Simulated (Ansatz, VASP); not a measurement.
**One calculation of NaH, two programs**

INCAR

```
SYSTEM = NaH
  PREC = Accurate
  ENCUT = 520
  EDIFF = 1E-7
  ISMEAR = -1
  SIGMA = 0.02
  LREAL = .False.
  LASPH = .True.
  NELM = 60
  ALGO = Normal
  ISIF = 2
  LWAVE = .False.
  LCHARG = .True.
  GGA = PE
  LELF = .True.
  LVHAR = .True.
  NBANDS = 11
```

File KPOINTS:

```
Automatic mesh
0
Gamma
  8 8 8
  0 0 0
```

File POSCAR:

```
NaH
1.0
    3.0244682903      0.0000000000      0.0000000000
    0.0000000000      3.0244682903      0.0000000000
    0.0000000000      0.0000000000      2.9604893760
Na H
1 1
Direct
    0.0000000000      0.0000000000      0.0000000000
    0.5000000000      0.5000000000      0.5000000000
```

Input for Ansatz:

```yaml
crystal:
  lattice:
    - [3.0244682903, 0.0, 0.0]
    - [0.0, 3.0244682903, 0.0]
    - [0.0, 0.0, 2.960489376]
  atoms:
    - { symbol: Na, position: [0.0, 0.0, 0.0] }
    - { symbol: H, position: [0.5, 0.5, 0.5] }
kpoints:
  mp_grid: { grid: [8, 8, 8] }
  band_path:
    path: [[0.0, 0.0, 0.0], [0.0, 0.5, 0.0], [0.5, 0.5, 0.0], [0.5, 0.5, 0.5]]
    npoints: 1
hamiltonian:
  xc: pbe
scf:
  occupations: { method: fermi_dirac, width: 0.02 }
  n_extra_bands: 4
output:
  forces: true
  stress: true
  eigenvalues: true
```

Change from the starting cell: epitaxial_xy strain +3.1%.

Alike in both runs: task single point; functional PBE; k mesh 8 × 8 × 8; occupations fermi-dirac, width 0.02 eV; no spin polarisation.

|  | VASP | Ansatz |
| --- | --- | --- |
| version | VASP 6.6.1 | Ansatz 0.2.0 |
| potentials or method | VASP PAW PBE potentials, release 64 (Na_pv, H) | plane waves, PAW |
| plane-wave cutoff (eV) | 520 | 420 |
| valence electrons in the cell | 8 | 10 |

```tsv
	VASP	Ansatz	Ansatz less VASP
gap on the k mesh at the Fermi level (eV)	0.96	0.96	+0.003
pressure (GPa)	-0.9	-0.9	+0.04
traceless stress, the component that is largest in VASP (GPa)	1.51	1.51	+0.002
```

VASP's potentials hold 8 valence electrons a cell and Ansatz's 10, so a difference there can come from the potentials and not from the codes.
